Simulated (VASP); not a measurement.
Input of a VASP 6.6.1 run:

Contents of INCAR:

```
SYSTEM = Ni
  PREC = Accurate
  ENCUT = 520
  EDIFF = 1E-7
  ISMEAR = 0
  SIGMA = 0.15
  LREAL = .False.
  LASPH = .True.
  NELM = 150
  ALGO = Fast
  ISIF = 2
  LWAVE = .False.
  LCHARG = .True.
  ISPIN = 2
  MAGMOM = 0.75
  LORBIT = 11
  NUPDOWN = 0.75
  LMAXMIX = 4
  LELF = .True.
  LVHAR = .True.
  NBANDS = 15
```

File KPOINTS:

```
Automatic mesh
0
Gamma
  24 24 24
  0 0 0
```

Contents of POSCAR:

```
Ni
1.0
    0.0000000000      1.8091101921      1.8091101921
    1.8091101921      0.0000000000      1.8091101921
    1.8091101921      1.8091101921      0.0000000000
Ni
1
Direct
    0.0000000000      0.0000000000      0.0000000000
```

Potentials or basis: VASP PAW LDA potentials, release 64 (Ni).

Command:

```sh
$ cat potpaw_LDA.64/Ni/POTCAR > POTCAR
$ mpirun -np 1 vasp_std > vasp.out
```

**Question.** Predict the pressure.

**Answer.** -27.1 GPa.

Caveat: the cell stands under tension; the total moment is fixed, so each spin has its own Fermi level.
